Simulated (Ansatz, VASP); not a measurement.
# Two plane-wave programs on TiAl

Contents of INCAR:

```
SYSTEM = TiAl
ALGO = Fast
EDIFF = 1E-6
ENCUT = 520
GGA = PS
ISIF = 2
ISMEAR = 0
LASPH = .True.
LCHARG = .True.
LELF = .True.
LREAL = .False.
LVHAR = .True.
LWAVE = .False.
NBANDS = 14
NELM = 60
PREC = Accurate
SIGMA = 0.15
```

File KPOINTS:

```
k-points
0
Gamma
  18 18 10
  0 0 0
```

File POSCAR:

```
TiAl
1.0
    2.8672622327      0.0000000000      0.0000000000
   -1.4336311163      2.5327843715      0.0000000000
    0.0000000000      0.0000000000      4.6780830000
Ti Al
1 1
Direct
    0.0000000000      0.0000000000      0.0000000000
    0.3333333333      0.6666666667      0.5000000000
```

Input for Ansatz:

```yaml
crystal:
  lattice:
    - [2.8672622327, 0.0, 0.0]
    - [-1.4336311163, 2.5327843715, 0.0]
    - [0.0, 0.0, 4.678083]
  atoms:
    - { symbol: Ti, position: [0.0, 0.0, 0.0] }
    - { symbol: Al, position: [0.3333333333, 0.6666666667, 0.5] }
basis:
  ecutwfc: 420
kpoints:
  mp_grid: { grid: [18, 18, 10] }
hamiltonian:
  xc: pbesol
scf:
  occupations: { method: gaussian, width: 0.15 }
output:
  forces: true
  stress: true
  eigenvalues: true
  write_density: true
  write_potential: true
  elf: true
  volumetric_format: npy
```

Change from the starting cell: strain +0.0200 x Voigt [0, 1, 0, 0, 0, 0], atoms carried along.

Alike in both runs: task single point; functional PBEsol; k mesh 18 × 18 × 10; occupations gaussian, width 0.15 eV; no spin polarisation.

```csv
,VASP,Ansatz
version,VASP 6.6.1,Ansatz 0.2.0
potentials or method,"VASP PAW PBE potentials, release 64 (Ti_sv, Al), cutoff 520 eV","scalar-relativistic, plane waves, PAW"
valence electrons in the cell,15,15
```

Ansatz gave:

- gap on the k mesh at the Fermi level (eV): none
- pressure (GPa): -4.7
- traceless stress, the component that is largest in VASP (GPa): 0.96
- rms of the force components (eV/Å): 0.031

**Question.** What did VASP give for the same quantities?

**Answer.** gap on the k mesh at the Fermi level (eV): none; pressure (GPa): -4.7; traceless stress, the component that is largest in VASP (GPa): 0.92; rms of the force components (eV/Å): 0.032.

VASP's potentials were made for PBE, not for PBEsol. Atom by atom the forces differ by 0.000 eV/Å (rms over components). A gap of «none» marks a metal or a gap that the smearing closes.
